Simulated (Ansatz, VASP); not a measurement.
**Sn in VASP and in Ansatz**

```
Sn
1.0
     0.00000    3.27107    3.27107
     3.27107    0.00000    3.27107
     3.27107    3.27107    0.00000
Sn
2
Direct
  0.87500 0.87500 0.87500
  0.12500 0.12500 0.12500
```

Change from the starting cell: volume scaled by 1, crystal datasets.

Alike in both runs: task single point; functional PBEsol; k mesh 10 × 10 × 10; occupations fermi-dirac, width 0.1 eV; no spin polarisation.

|  | VASP | Ansatz |
| --- | --- | --- |
| version | VASP 6.6.1 | Ansatz 0.2.0 |
| potentials or method | VASP PAW PBE potentials, release 64 (Sn_d), cutoff 520 eV | all-electron PAW with datasets made for the crystal, scalar-relativistic |

VASP gave:

* pressure (GPa): -0.1

Task: Estimate Ansatz's values.

Result: Pressure (GPa): 0.0.

VASP's potentials were made for PBE, not for PBEsol. Ansatz ran all-electron here, and VASP with PAW potentials.
